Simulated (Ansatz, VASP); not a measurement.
**ZnSiP2: VASP beside Ansatz**

```
Zn Si P
1.0
    -2.68670    2.68670    5.23003
     2.68670   -2.68670    5.23003
     2.68670    2.68670   -5.23003
Zn Si P
2 2 4
Direct
  0.00000 0.00000 0.00000
  0.75000 0.25000 0.50000
  0.50000 0.50000 0.00000
  0.25000 0.75000 0.50000
  0.37500 0.39230 0.51730
  0.87500 0.85770 0.48270
  0.60770 0.12500 0.98270
  0.14230 0.62500 0.01730
```

Alike in both runs: task single point; functional PBEsol; k mesh 5 × 5 × 5; occupations fermi-dirac, width 0.05 eV; no spin polarisation.

```csv
,VASP,Ansatz
version,VASP 6.6.1,Ansatz 0.2.0
potentials or method,"VASP PAW PBE potentials, release 64 (Zn, Si, P), cutoff 500 eV","plane waves, PAW"
valence electrons in the cell,52,52
```

Ansatz gave:

```
pressure (GPa) : -0.7
```

What did VASP give for the same quantities?

Pressure (GPa): -0.6.

VASP's potentials were made for PBE, not for PBEsol. With one functional, cell and mesh, what is left measures potentials, basis and numerics.
